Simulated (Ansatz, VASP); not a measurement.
This is a calculation of Rb for Ansatz 0.2.0.

File input.yaml:

```yaml
crystal:
  lattice:
    - [-2.8574649348, 2.8574649348, 2.8574649348]
    - [2.8574649348, -2.8574649348, 2.8574649348]
    - [2.8574649348, 2.8574649348, -2.8574649348]
  atoms:
    - { symbol: Rb, position: [0.0, 0.0, 0.0] }
hamiltonian:
  xc: lda
  pseudopotentials: { kind: paw }
kpoints:
  mp_grid: { grid: [7, 7, 7] }
scf:
  occupations: { method: fermi_dirac, width: 0.05 }
output:
  forces: true
  stress: true
  eigenvalues: true
```

Potentials or basis: Ansatz PAW.

Launch:

```bash
$ ansatz run input.yaml --threads 2 --pin off --max-ram 5632MiB --backend cpu --events-out ev --progress --plain --runs-dir out
```

Q: Translate it to VASP 6.6.1. Potentials there: VASP PAW LDA potentials, release 64 (Rb_sv).

A: As run (the cutoff follows the program's own potentials):

INCAR

```
ALGO = Fast
EDIFF = 1E-6
ENCUT = 520
ISIF = 2
ISMEAR = -1
LASPH = True
LCHARG = False
LREAL = False
LWAVE = False
NBANDS = 10
NELM = 80
PREC = Accurate
SIGMA = 0.05
```

File KPOINTS:

```
k-points
0
Gamma
  7 7 7
```

Contents of POSCAR:

```
Rb
1.0
   -2.8574649348      2.8574649348      2.8574649348
    2.8574649348     -2.8574649348      2.8574649348
    2.8574649348      2.8574649348     -2.8574649348
Rb
1
Direct
    0.0000000000      0.0000000000      0.0000000000
```

Potentials or basis: VASP PAW LDA potentials, release 64 (Rb_sv).

The run is started by

```bash
$ cat potpaw_LDA.64/Rb_sv/POTCAR > POTCAR
$ mpirun -np 1 vasp_std > vasp.out
```

Both were run:

|  | VASP | Ansatz | Ansatz less VASP |
| --- | --- | --- | --- |
| gap on the k mesh at the Fermi level (eV) | none | none | - |
| pressure (GPa) | -0.5 | -0.5 | 0.00 |

LDA's correlation is that of Perdew and Zunger in VASP and of Perdew and Wang (1992) in Ansatz. A gap of «none» marks a metal or a gap that the smearing closes.
